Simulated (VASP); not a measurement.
# SnSe (I4/mmm) in VASP: a series of runs, part 3 of 3

VASP 6.6.1.

## (6) Single point, PBEsol

This run uses another cell than the first one, of the same volume but with other edges.

Input file INCAR:

```
  ALGO = Normal
  EDIFF = 1E-7
  ENCUT = 520
  GGA = PS
  ISIF = 2
  ISMEAR = 0
  LASPH = T
  LCHARG = F
  LREAL = F
  LWAVE = F
  NBANDS = 17
  NELM = 60
  PREC = Accurate
  SIGMA = 0.05
```

Input file KPOINTS:

```
k-points
0
Gamma
  10 10 10
```

Input file POSCAR:

```
SnSe
1.0
    0.0000000000      3.2294423418      2.5189650266
    3.2294423418      0.0000000000      2.5189650266
    3.2294423418      3.2294423418      0.0000000000
Sn Se
1 1
Direct
    0.0000000000      0.0000000000      0.0000000000
    0.5000000000      0.5000000000      0.5000000000
```

Potentials or basis: VASP PAW PBE potentials, release 64 (Sn_d, Se).

On the command line:

```
cat potpaw_PBE.64/Sn_d/POTCAR potpaw_PBE.64/Se/POTCAR > POTCAR
mpirun -np 1 vasp_std > vasp.out
```

OUTCAR:

```text
EDIFF = 1E-7
   ENCUT = 520
   GGA = PS
   ISIF = 2
   ISMEAR = 0
   LASPH = T
   LREAL = F
   NELM = 60
   PREC = Accurate

 ion  position               nearest neighbor table
   1  0.000  0.000  0.000-   2 2.52   2 2.52   2 3.23   2 3.23   2 3.23   2 3.23
   2  0.500  0.500  0.500-   1 2.52   1 2.52   1 3.23   1 3.23   1 3.23   1 3.23

  LATTYP: Found a body centered tetragonal cell.
 ALAT       =     4.5671211587
 C/A-ratio  =     1.1030865786

  Lattice vectors:

 A1 = (   0.0000000000,  -3.2294423418,  -2.5189650266)
 A2 = (   0.0000000000,   3.2294423418,  -2.5189650266)
 A3 = (   3.2294423418,   0.0000000000,   2.5189650266)

Analysis of symmetry for initial positions (statically):
=====================================================================
 Subroutine PRICEL returns:
 Original cell was already a primitive cell.

 Routine SETGRP: Setting up the symmetry group for a
 body centered tetragonal supercell.

 Subroutine GETGRP returns: Found 16 space group operations
 (whereof 16 operations were pure point group operations)
 out of a pool of 16 trial point group operations.

The static configuration has the point symmetry D_4h.

Analysis of symmetry for dynamics (positions and initial velocities):
=====================================================================
 Subroutine PRICEL returns:
 Original cell was already a primitive cell.

 Routine SETGRP: Setting up the symmetry group for a
 body centered tetragonal supercell.

 Subroutine GETGRP returns: Found 16 space group operations
 (whereof 16 operations were pure point group operations)
 out of a pool of 16 trial point group operations.

The dynamic configuration has the point symmetry D_4h.

 Subroutine INISYM returns: Found 16 space group operations
 (whereof 16 operations are pure point group operations),
 and found     1 'primitive' translations

----------------------------------------------------------------------------------------

                                     Primitive cell

  volume of cell :      52.5421

  direct lattice vectors                    reciprocal lattice vectors
     0.000000000  3.229442342  2.518965027    -0.154825492  0.154825492  0.198494221
     3.229442342  0.000000000  2.518965027     0.154825492 -0.154825492  0.198494221
     3.229442342  3.229442342  0.000000000     0.154825492  0.154825492 -0.198494221

  length of vectors
     4.095666325  4.095666325  4.567121159     0.295536498  0.295536498  0.295536498

  position of ions in fractional coordinates (direct lattice)
     0.000000000  0.000000000  0.000000000
     0.500000000  0.500000000  0.500000000

  ion indices of the primitive-cell ions
   primitive index   ion index
                 1           1
                 2           2

----------------------------------------------------------------------------------------

 KPOINTS: k-points

Automatic generation of k-mesh.
 Grid dimensions read from file:
 generate k-points for:   10   10   10

 Generating k-lattice:

  Cartesian coordinates                     Fractional coordinates (reciprocal lattice)
    -0.015482549  0.015482549  0.019849422     0.100000000 -0.000000000  0.000000000
     0.015482549 -0.015482549  0.019849422    -0.000000000  0.100000000  0.000000000
     0.015482549  0.015482549 -0.019849422     0.000000000  0.000000000  0.100000000

  Length of vectors
     0.029553650  0.029553650  0.029553650

  Shift w.r.t. Gamma in fractional coordinates (k-lattice)
     0.000000000  0.000000000  0.000000000

 Subroutine IBZKPT returns following result:
 ===========================================

 Found    102 irreducible k-points:

 Following reciprocal coordinates:
            Coordinates               Weight
  0.000000  0.000000  0.000000      1.000000
  0.100000 -0.000000  0.000000      8.000000
  0.200000 -0.000000  0.000000      8.000000
  0.300000 -0.000000  0.000000      8.000000
  0.400000 -0.000000  0.000000      8.000000
  0.500000 -0.000000  0.000000      4.000000
[... 16 lines left out ...]
  0.300000  0.300000  0.000000      2.000000
  0.400000  0.300000  0.000000      8.000000
 [... further k-points ...]
   k-points           NKPTS =    102   k-points in BZ     NKDIM =    102   number of bands    NBANDS=     17
   number of dos      NEDOS =    301   number of ions     NIONS =      2
   total plane-waves  NPLWV =  32400
   dimension x,y,z NGX =    30 NGY =   30 NGZ =   36
   dimension x,y,z NGXF=    60 NGYF=   60 NGZF=   72
   ions per type =               1   1
   NGX,Y,Z   is equivalent  to a cutoff of  12.18, 12.18, 13.10 a.u.
   NGXF,Y,Z  is equivalent  to a cutoff of  24.35, 24.35, 26.21 a.u.
 SYSTEM =  unknown system
   PREC   = accura    normal or accurate (medium, high low for compatibility)
   ISTART =      0    job   : 0-new  1-cont  2-samecut
   ICHARG =      2    charge: 1-file 2-atom 10-const
   ISPIN  =      1    spin polarized calculation?
   LNONCOLLINEAR =      F non collinear calculations
   LSORBIT =      F    spin-orbit coupling
   LASPH  =      T    aspherical Exc in radial PAW
   ENCUT  =  520.0 eV  38.22 Ry    6.18 a.u.   7.62  7.62  8.49*2*pi/ulx,y,z
   NELM   =     60;   NELMIN=  2; NELMDL= -5     # of ELM steps
   EDIFF  = 0.1E-06   stopping-criterion for ELM
   LREAL  =      F    real-space projection
   EDIFFG = 0.1E-05   stopping-criterion for IOM
   NSW    =      0    number of steps for IOM
   IBRION =     -1    ionic relax: 0-MD 1-quasi-New 2-CG
   NFREE  =      0    steps in history (QN), initial steepest desc. (CG)
   ISIF   =      2    stress and relaxation
   ISYM   =      2    0-nonsym 1-usesym 2-fastsym
   POTIM  = 0.5000    time-step for ionic-motion
   TEBEG  =    0.0;   TEEND  =   0.0 temperature during run
   PSTRESS=    0.0 pullay stress
   NELECT =      20.0000    total number of electrons
   NUPDOWN=      -1.0000    fix difference up-down
   EMIN   =  10.00;   EMAX   =-10.00  energy-range for DOS
   EFERMI =   0.00;   METHOD = LEGACY
   ISMEAR =     0;   SIGMA  =   0.05  broadening in eV -4-tet -1-fermi 0-gaus
   EFERMI_NEDOS =   21; number of points for ismear=-14 and -15
   IALGO  =     38    algorithm
   IMIX   =      4    mixing-type and parameters
     AMIX     =   0.40;   BMIX     =  1.00
     AMIX_MAG =   1.60;   BMIX_MAG =  1.00
  volume/ion in A,a.u.               =      26.27       177.29
  Fermi-wavevector in a.u.,A,eV,Ry     =   1.186449  2.242064 19.152396  1.407661
  Thomas-Fermi vector in A             =   2.322622
   LORBIT       =      0    0 simple, 1 ext, 2 COOP (PROOUT), +10 PAW based schemes
   GGA     = PS    functional components
   LHFCALC =     F    Hartree Fock is set to
   AEXX    =    0.0000 exact exchange contribution
   IVDW    =     0    specifies the selected vdW correction
   LEPSILON=     F    determine dielectric tensor
   LRPA    =     F    only Hartree local field effects (RPA)
 non-spin polarized calculation
 Gauss-broadening in eV      SIGMA  =   0.05
  energy-cutoff  :      520.00
  volume of cell :       52.54
 maximum number of plane-waves:      1438
   NGX = 15   NGY = 15   NGZ = 17

 number of electron      20.0000005 magnetization

 Free energy of the ion-electron system (eV)
  ---------------------------------------------------
  ext. energy  EPLUGINS =         0.00000000
  ---------------------------------------------------
  free energy    TOTEN  =        -7.93918316 eV

  energy without entropy =       -7.93770239  energy(sigma->0) =       -7.93844277

 E-fermi :   6.3504     XC(G=0):  -9.8881

 val. band max:        6.3386010600   @ k =  -0.3000   0.1000   0.0000
 cond. band min:       6.3978440778   @ k =  -0.2000   0.1000   0.3000
 fundamental gap:      0.0592430178
 Fermi energy:         6.3503557051

 k-point     1 :       0.0000    0.0000    0.0000
  band No.  band energies     occupation
      1     -15.8014      2.00000
      2     -15.7132      2.00000
      3     -15.7005      2.00000
      4     -15.6971      2.00000
      5     -15.6971      2.00000
      6      -8.6698      2.00000
[... 9 lines left out ...]
     16      12.2599      0.00000
     17      13.1641      0.00000
[... 441 lines left out ...]
 k-point    24 :       0.4000    0.3000    0.0000
  band No.  band energies     occupation
      1     -15.8218      2.00000
      2     -15.7109      2.00000
      3     -15.6976      2.00000
      4     -15.6771      2.00000
      5     -15.6759      2.00000
      6      -7.3959      2.00000
[... 9 lines left out ...]
     16      15.8481      0.00000
     17      18.3500      0.00000

 [... further k-points ...]

------------------------ aborting loop because EDIFF is reached ----------------------------------------

  FORCE on cell =-STRESS in cart. coord.  units (eV):
  Direction    XX          YY          ZZ          XY          YZ          ZX
  --------------------------------------------------------------------------------------
  -------------------------------------------------------------------------------------
  Total       -1.5172928     -1.5172928     11.0123489      0.0000000     -0.0000000      0.0000000
  in kB      -46.2671516    -46.2671516    335.8020497      0.0000000     -0.0000000      0.0000000
  external PRESSURE =      81.0892489 kB  Pullay stress =       0.0000000 kB

 VOLUME and BASIS-vectors are now :
 -----------------------------------------------------------------------------
  energy-cutoff  :      520.00
  volume of cell :       52.54
      direct lattice vectors                 reciprocal lattice vectors
     0.000000000  3.229442342  2.518965027    -0.154825492  0.154825492  0.198494221
     3.229442342  0.000000000  2.518965027     0.154825492 -0.154825492  0.198494221
     3.229442342  3.229442342  0.000000000     0.154825492  0.154825492 -0.198494221

 POSITION                                       TOTAL-FORCE (eV/Angst)
 -----------------------------------------------------------------------------------
      0.00000      0.00000      0.00000         0.000000      0.000000     -0.000000
      3.22944      3.22944      2.51897         0.000000      0.000000      0.000000
 -----------------------------------------------------------------------------------
    total drift:                               -0.000000      0.000000      0.000000

  FREE ENERGIE OF THE ION-ELECTRON SYSTEM (eV)
  ---------------------------------------------------
  free  energy   TOTEN  =        -7.9391831588 eV

  energy  without entropy=       -7.9377023907  energy(sigma->0) =       -7.93844277
```

OSZICAR:

```text
N       E                     dE             d eps       ncg     rms          rms(c)
DAV:   1     0.134502672792E+03    0.13450E+03   -0.98963E+03  3533   0.146E+03
DAV:   2     0.474347328183E+01   -0.12976E+03   -0.12573E+03  3750   0.352E+02
DAV:   3    -0.778265754807E+01   -0.12526E+02   -0.12395E+02  4166   0.948E+01
DAV:   4    -0.811153367191E+01   -0.32888E+00   -0.32831E+00  4253   0.163E+01
DAV:   5    -0.812045820273E+01   -0.89245E-02   -0.89239E-02  4967   0.261E+00    0.494E+00
DAV:   6    -0.795015088115E+01    0.17031E+00   -0.34392E-01  5128   0.444E+00    0.288E+00
DAV:   7    -0.794042729467E+01    0.97236E-02   -0.72409E-02  4291   0.158E+00    0.108E+00
DAV:   8    -0.793920514926E+01    0.12221E-02   -0.77559E-03  4294   0.789E-01    0.121E-01
DAV:   9    -0.793917930045E+01    0.25849E-04   -0.82117E-04  4861   0.244E-01    0.572E-02
DAV:  10    -0.793918097481E+01   -0.16744E-05   -0.78864E-05  4118   0.634E-02    0.142E-02
DAV:  11    -0.793918335856E+01   -0.23838E-05   -0.10571E-05  4795   0.279E-02    0.702E-03
DAV:  12    -0.793918320351E+01    0.15505E-06   -0.56493E-07  4460   0.751E-03    0.157E-03
DAV:  13    -0.793918315880E+01    0.44705E-07   -0.26375E-08  2333   0.169E-03
   1 F= -.79391832E+01 E0= -.79384428E+01  d E =-.148077E-02
```

Run time: 2.1 min. Hardware: 1 thread of Intel Xeon 8259CL, shared host; peak memory 0.25 GiB.

Results:

* Free energy: -7.9392 eV
* Pressure: 8.1 GPa
* Band gap on the k mesh: zero (bands 10 and 11 overlap by 0.87 eV)

Stress tensor (GPa, compression positive):
```
-4.63  0.00  0.00
 0.00 -4.63  0.00
 0.00  0.00 33.58
```

Caveat: the stress differs along the axes, from -5 to 34 GPa; the PAW data sets were made with another functional, which shifts forces and pressure a little; spin-orbit coupling is left out, which moves the levels of the heavy elements.

## (7) The runs side by side

```tsv
cell	gap on the mesh (eV)	pressure (GPa)
a = 4.087, b = 4.087, c = 4.719 Å, angles 54.7, 54.7, 70.5°, 2 atoms	none	16.8
a = 4.587, b = 4.587, c = 3.746 Å, angles 65.9, 65.9, 48.2°, 2 atoms	none	12.6
a = 4.119, b = 4.119, c = 4.438 Å, angles 57.4, 57.4, 65.2°, 2 atoms	none	3.8
a = 4.370, b = 4.370, c = 3.956 Å, angles 63.1, 63.1, 53.8°, 2 atoms	none	4.3
a = 4.096, b = 4.096, c = 4.567 Å, angles 56.1, 56.1, 67.8°, 2 atoms	none	8.1
```

Alike in all rows: task single point; level PBEsol; potentials or basis VASP PAW PBE potentials, release 64 (Sn_d, Se); no spin polarisation; k mesh 10 × 10 × 10; cutoff (eV) 520; smearing gaussian 0.05 eV.

Caveats: the PAW data sets were made with another functional, which shifts forces and pressure a little; spin-orbit coupling is left out, which moves the levels of the heavy elements; semilocal functionals underestimate gaps, and a narrow one can read as zero (at least some runs); the stress differs along the axes, from -5 to 21 GPa (at least some runs); the stress differs along the axes, from -3 to 56 GPa (at least some runs); the stress differs along the axes, from -7 to 10 GPa (at least some runs); the stress differs along the axes, from -5 to 34 GPa (at least some runs).

Absolute energies hang on the potentials; compare differences alone.

The gap in the log of VASP goes by the Fermi energy; the results here count the filled bands.